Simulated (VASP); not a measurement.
# CuO (Cc) in VASP: electric field gradients with PBE

Aim: the electric field gradients of CuO with PBE.

All numbers are computed with VASP 6.6.1; they aren't measurements. Logs are shortened: lines on timing, memory, paths and dates and some standing lists are left out, and cuts for length are marked.

## (1) The cell of the first run

It takes space group Cc (No. 9, monoclinic). Conventional cell: a = 4.689 Å, b = 3.427 Å, c = 5.132 Å, α = 90.00°, β = 99.65°, γ = 90.00°. Cu (site symmetry 1) has 4 O at 1.91 to 2.02 Å within 2.5 Å. O (site symmetry 1) has 4 Cu at 1.91 to 2.02 Å within 2.5 Å.

## (2) Electric field gradients, PBE

INCAR reads:

```
PREC     = Accurate       # precision mode
ENCUT    = 610            # plane-wave cutoff, eV
EDIFF    = 1E-8           # SCF threshold, eV
ISMEAR   = -1             # smearing method
SIGMA    = 0.03           # smearing width, eV
LREAL    = False          # projectors in reciprocal space
LASPH    = True           # aspherical terms in the spheres
NELM     = 120            # most SCF steps
ALGO     = Normal         # electronic algorithm
ISIF     = 2              # what is computed and relaxed
LWAVE    = False          # write WAVECAR
LCHARG   = False          # write CHGCAR
GGA      = PE             # functional
LEFG     = True         
NBANDS   = 33             # bands
GGA_COMPAT= False
```

KPOINTS reads:

```
regular mesh
0
Gamma
  15 15 8
```

POSCAR reads:

```
CuO
1.0
    2.3446500000     -1.7134000000      0.0000000000
    2.3446500000      1.7134000000      0.0000000000
   -0.8605500000      0.0000000000      5.0594400000
Cu O
2 2
Direct
    0.0032000000      0.4968000000      0.0000000000
    0.4968000000      0.0032000000      0.5000000000
    0.5714000000      0.4056000000      0.2537000000
    0.4056000000      0.5714000000      0.7537000000
```

Potentials or basis: VASP PAW PBE potentials, release 64 (Cu_sv_GW, O).

Started as:

```
$ cat potpaw_PBE.64/Cu_sv_GW/POTCAR potpaw_PBE.64/O/POTCAR > POTCAR
$ mpirun -np 1 vasp_std > vasp.out
```

OUTCAR:

```text
PREC = Accurate
   ENCUT = 610
   EDIFF = 1E-8
   ISMEAR = -1
   LREAL = False
   LASPH = True
   NELM = 120
   ISIF = 2
   GGA = PE

 ion  position               nearest neighbor table
   1  0.003  0.497  0.000-   4 1.91   3 1.93   4 1.98   3 2.02
   2  0.497  0.003  0.500-   3 1.91   4 1.93   3 1.98   4 2.02
   3  0.571  0.406  0.254-   2 1.91   1 1.93   2 1.98   1 2.02
   4  0.406  0.571  0.754-   1 1.91   2 1.93   1 1.98   2 2.02

  LATTYP: Found a base centered monoclinic cell.
 ALAT       =     4.6893000000
 B/A-ratio  =     0.7307700510
 C/A-ratio  =     1.0944283424
 COS(beta)  =    -0.1676798048

  Lattice vectors:

 A1 = (   2.3446500000,  -1.7134000000,   0.0000000000)
 A2 = (   2.3446500000,   1.7134000000,   0.0000000000)
 A3 = (  -0.8605500000,   0.0000000000,   5.0594400000)

Analysis of symmetry for initial positions (statically):
=====================================================================
 Subroutine PRICEL returns:
 Original cell was already a primitive cell.

 Routine SETGRP: Setting up the symmetry group for a
 base centered monoclinic supercell.

 Subroutine GETGRP returns: Found  2 space group operations
 (whereof  1 operations were pure point group operations)
 out of a pool of  4 trial point group operations.

The static configuration has the point symmetry C_1 .
 The point group associated with its full space group is C_1h.

Analysis of symmetry for dynamics (positions and initial velocities):
=====================================================================
 Subroutine PRICEL returns:
 Original cell was already a primitive cell.

 Routine SETGRP: Setting up the symmetry group for a
 base centered monoclinic supercell.

 Subroutine GETGRP returns: Found  2 space group operations
 (whereof  1 operations were pure point group operations)
 out of a pool of  4 trial point group operations.

The dynamic configuration has the point symmetry C_1 .
 The point group associated with its full space group is C_1h.

 Subroutine INISYM returns: Found  2 space group operations
 (whereof  1 operations are pure point group operations),
 and found     1 'primitive' translations

----------------------------------------------------------------------------------------

                                     Primitive cell

  volume of cell :      40.6508

  direct lattice vectors                    reciprocal lattice vectors
     2.344650000 -1.713400000  0.000000000     0.213251445 -0.291817439  0.036271510
     2.344650000  1.713400000  0.000000000     0.213251445  0.291817439  0.036271510
    -0.860550000  0.000000000  5.059440000     0.000000000  0.000000000  0.197650333

  length of vectors
     2.903984019  2.903984019  5.132102826     0.363248151  0.363248151  0.197650333

  position of ions in fractional coordinates (direct lattice)
     0.003200000  0.496800000  0.000000000
     0.496800000  0.003200000  0.500000000
     0.571400000  0.405600000  0.253700000
     0.405600000  0.571400000  0.753700000

  ion indices of the primitive-cell ions
   primitive index   ion index
                 1           1
                 2           2
                 3           3
                 4           4

----------------------------------------------------------------------------------------

 KPOINTS: regular mesh

Automatic generation of k-mesh.
 Grid dimensions read from file:
 generate k-points for:   15   15    8

 Generating k-lattice:

  Cartesian coordinates                     Fractional coordinates (reciprocal lattice)
     0.014216763 -0.019454496  0.002418101     0.066666667  0.000000000  0.000000000
     0.014216763  0.019454496  0.002418101     0.000000000  0.066666667  0.000000000
     0.000000000  0.000000000  0.024706292     0.000000000  0.000000000  0.125000000
[... 41 lines left out ...]
   total plane-waves  NPLWV =  24192
   dimension x,y,z NGX =    24 NGY =   24 NGZ =   42
   dimension x,y,z NGXF=    48 NGYF=   48 NGZF=   84
   ions per type =               2   2
   NGX,Y,Z   is equivalent  to a cutoff of  13.74, 13.74, 13.61 a.u.
   NGXF,Y,Z  is equivalent  to a cutoff of  27.48, 27.48, 27.21 a.u.
 SYSTEM =  unknown system
   PREC   = accura    normal or accurate (medium, high low for compatibility)
   ISTART =      0    job   : 0-new  1-cont  2-samecut
   ICHARG =      2    charge: 1-file 2-atom 10-const
   ISPIN  =      1    spin polarized calculation?
   LNONCOLLINEAR =      F non collinear calculations
   LSORBIT =      F    spin-orbit coupling
   LASPH  =      T    aspherical Exc in radial PAW
   ENCUT  =  610.0 eV  44.83 Ry    6.70 a.u.   5.85  5.85 10.34*2*pi/ulx,y,z
   NELM   =    120;   NELMIN=  2; NELMDL= -5     # of ELM steps
   EDIFF  = 0.1E-07   stopping-criterion for ELM
   LREAL  =      F    real-space projection
   EDIFFG = 0.1E-06   stopping-criterion for IOM
   NSW    =      0    number of steps for IOM
   IBRION =     -1    ionic relax: 0-MD 1-quasi-New 2-CG
   NFREE  =      0    steps in history (QN), initial steepest desc. (CG)
   ISIF   =      2    stress and relaxation
   ISYM   =      2    0-nonsym 1-usesym 2-fastsym
   POTIM  = 0.5000    time-step for ionic-motion
   TEBEG  =    0.0;   TEEND  =   0.0 temperature during run
   PSTRESS=    0.0 pullay stress
   NELECT =      50.0000    total number of electrons
   NUPDOWN=      -1.0000    fix difference up-down
   EMIN   =  10.00;   EMAX   =-10.00  energy-range for DOS
   EFERMI =   0.00;   METHOD = LEGACY
   ISMEAR =    -1;   SIGMA  =   0.03  broadening in eV -4-tet -1-fermi 0-gaus
   EFERMI_NEDOS =   21; number of points for ismear=-14 and -15
   IALGO  =     38    algorithm
   IMIX   =      4    mixing-type and parameters
     AMIX     =   0.40;   BMIX     =  1.00
     AMIX_MAG =   1.60;   BMIX_MAG =  1.00
  volume/ion in A,a.u.               =      10.16        68.58
  Fermi-wavevector in a.u.,A,eV,Ry     =   1.754049  3.314672 41.860887  3.076688
  Thomas-Fermi vector in A             =   2.824066
   LORBIT       =      0    0 simple, 1 ext, 2 COOP (PROOUT), +10 PAW based schemes
   GGA     = PE    functional components
   LHFCALC =     F    Hartree Fock is set to
   AEXX    =    0.0000 exact exchange contribution
   IVDW    =     0    specifies the selected vdW correction
   LEPSILON=     F    determine dielectric tensor
   LRPA    =     F    only Hartree local field effects (RPA)
 non-spin polarized calculation
  energy-cutoff  :      610.00
  volume of cell :       40.65
 maximum number of plane-waves:      1412
   NGX = 11   NGY = 11   NGZ = 21

 number of electron      50.0000007 magnetization

 Free energy of the ion-electron system (eV)
  ---------------------------------------------------
  ext. energy  EPLUGINS =         0.00000000
  ---------------------------------------------------
  free energy    TOTEN  =       -19.61775485 eV

  energy without entropy =      -19.61092985  energy(sigma->0) =      -19.61434235

 E-fermi :   5.7208     XC(G=0): -12.2697

 val. band max:        5.7204828304   @ k =   0.4000   0.2667   0.2500
 cond. band min:       5.7209749066   @ k =  -0.0667   0.0667   0.2500
 fundamental gap:      0.0004920762
 Fermi energy:         5.7208403571

 k-point     1 :       0.0000    0.0000    0.0000
  band No.  band energies     occupation
      1    -106.8566      2.00000
      2    -106.8555      2.00000
      3     -64.4048      2.00000
      4     -64.4043      2.00000
      5     -64.3787      2.00000
      6     -64.3702      2.00000
[... 853 lines left out ...]
     32      21.0900      0.00000
     33      22.0311      0.00000

 [... further k-points ...]

------------------------ aborting loop because EDIFF is reached ----------------------------------------

  FORCE on cell =-STRESS in cart. coord.  units (eV):
  Direction    XX          YY          ZZ          XY          YZ          ZX
  --------------------------------------------------------------------------------------
  -------------------------------------------------------------------------------------
  Total        0.7273256      1.0242339      0.6008634      0.0000000      0.0000000     -0.4281150
  in kB       28.6662070     40.3683030     23.6819315      0.0000000      0.0000000    -16.8733681
  external PRESSURE =      30.9054805 kB  Pullay stress =       0.0000000 kB

 VOLUME and BASIS-vectors are now :
 -----------------------------------------------------------------------------
  energy-cutoff  :      610.00
  volume of cell :       40.65
      direct lattice vectors                 reciprocal lattice vectors
     2.344650000 -1.713400000  0.000000000     0.213251445 -0.291817439  0.036271510
     2.344650000  1.713400000  0.000000000     0.213251445  0.291817439  0.036271510
    -0.860550000  0.000000000  5.059440000     0.000000000  0.000000000  0.197650333

 POSITION                                       TOTAL-FORCE (eV/Angst)
 -----------------------------------------------------------------------------------
      1.17233      0.84573      0.00000        -0.633853      0.355136      0.246358
      0.74205     -0.84573      2.52972        -0.633853     -0.355136      0.246358
      2.07240     -0.28408      1.28358         0.633853      0.300897     -0.246358
      1.64213      0.28408      3.81330         0.633853     -0.300897     -0.246358
 -----------------------------------------------------------------------------------
    total drift:                               -0.000588      0.000000      0.000802

  FREE ENERGIE OF THE ION-ELECTRON SYSTEM (eV)
  ---------------------------------------------------
  free  energy   TOTEN  =       -19.6177548517 eV

  energy  without entropy=      -19.6109298513  energy(sigma->0) =      -19.61434235

 Electric field gradients (V/A^2)
---------------------------------------------------------------------
 ion       V_xx      V_yy      V_zz      V_xy      V_xz      V_yz
---------------------------------------------------------------------
   1      -1.828    -5.941     7.768   -10.479    -2.739    -3.946
   2      -1.828    -5.941     7.768    10.479    -2.739     3.946
   3      12.998   -24.286    11.288     4.128   -16.788   -10.455
   4      12.998   -24.286    11.288    -4.128   -16.788    10.455
---------------------------------------------------------------------

 Electric field gradients after diagonalization (V/A^2)
 (convention: |V_zz| > |V_xx| > |V_yy|)
----------------------------------------------------------------------
 ion       V_xx      V_yy      V_zz     asymmetry (V_yy - V_xx)/ V_zz
----------------------------------------------------------------------
   1       8.824     6.723   -15.547       0.135
   2       8.824     6.723   -15.547       0.135
   3     -27.137    -3.723    30.859       0.759
   4     -27.137    -3.723    30.859       0.759
----------------------------------------------------------------------

           NMR quadrupolar parameters

 Cq : quadrupolar parameter    Cq=e*Q*V_zz/h
 eta: asymmetry parameters     (V_yy - V_xx)/ V_zz
 Q  : nuclear electric quadrupole moment in mb (millibarn)
----------------------------------------------------------------------
 ion       Cq(MHz)       eta       Q (mb)
----------------------------------------------------------------------
   1      -0.038       0.135       1.000
   2      -0.038       0.135       1.000
   3       0.075       0.759       1.000
   4       0.075       0.759       1.000
----------------------------------------------------------------------
```

It took 7.4 min on 1 thread of AMD EPYC 9R45 (Zen 5), shared host; peak memory 0.77 GiB.

Results:

* Free energy: -19.6178 eV
* Pressure: 3.1 GPa
* Largest force: 0.767 eV/Å
* Band gap on the k mesh: zero (bands 25 and 26 overlap by 0.69 eV)
* Largest electric field gradient by atom: Cu -15.5; O +30.9 V/Å²

Forces on the atoms (eV/Å):
```
Cu  -0.634  0.355  0.246
Cu  -0.634 -0.355  0.246
O    0.634  0.301 -0.246
O    0.634 -0.301 -0.246
```

Electric field gradients, principal values (V/Å²):
| atom | least | middle | greatest (by size) |
| --- | --- | --- | --- |
| 1 Cu | 6.723 | 8.824 | -15.547 |
| 2 Cu | 6.723 | 8.824 | -15.547 |
| 3 O | -3.723 | -27.137 | 30.859 |
| 4 O | -3.723 | -27.137 | 30.859 |

Caveat: the cell stands under pressure; without QUAD_EFG the Cq values of the log hold for a quadrupole moment of 1 mb, not for the nuclei; semilocal functionals often make such compounds metallic where correlation or magnetic order opens a gap, which also shifts bond lengths. With open d or f shells a metallic result of PBE can be an artefact of self-interaction; +U or a hybrid may open a gap.
